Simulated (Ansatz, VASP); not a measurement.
## BAs in VASP and in Ansatz

```
B As
1.0
     3.40467    0.00000    0.00000
     0.00000   10.49661    0.00000
     0.00000    0.00000    5.14719
B As
6 6
Direct
  0.00000 0.64581 0.10835
  0.50000 0.85419 0.89165
  0.00000 0.00000 0.39673
  0.50000 0.14581 0.89165
  0.00000 0.35419 0.10835
  0.50000 0.50000 0.60327
  0.50000 0.64924 0.87299
  0.00000 0.85076 0.12701
  0.50000 0.00000 0.62475
  0.00000 0.14924 0.12701
  0.50000 0.35076 0.87299
  0.00000 0.50000 0.37525
```

Alike in both runs: functional PBE; k mesh 6 × 2 × 4; occupations gaussian, width 0.1 eV; no spin polarisation.

Ansatz relaxed the structure, and its values are those at the end. VASP's run is a single point on that final structure, the one shown.

```csv
,VASP,Ansatz
version,VASP 6.6.1,Ansatz 0.2.0
potentials or method,"VASP PAW PBE potentials, release 64 (B, As), cutoff 520 eV","scalar-relativistic, plane waves, PAW"
valence electrons in the cell,48,108
```

```tsv
	VASP	Ansatz	Ansatz less VASP
gap on the k mesh at the Fermi level (eV)	0.71	0.72	+0.007
least direct gap on the mesh (eV)	0.93	0.94	+0.008
pressure (GPa)	0.6	0.1	-0.53
rms of the force components (eV/Å)	0.012	0.004	-0.0071
```

With one functional, cell and mesh, what is left measures potentials, basis and numerics. VASP's potentials hold 48 valence electrons a cell and Ansatz's 108, so a difference there can come from the potentials and not from the codes.
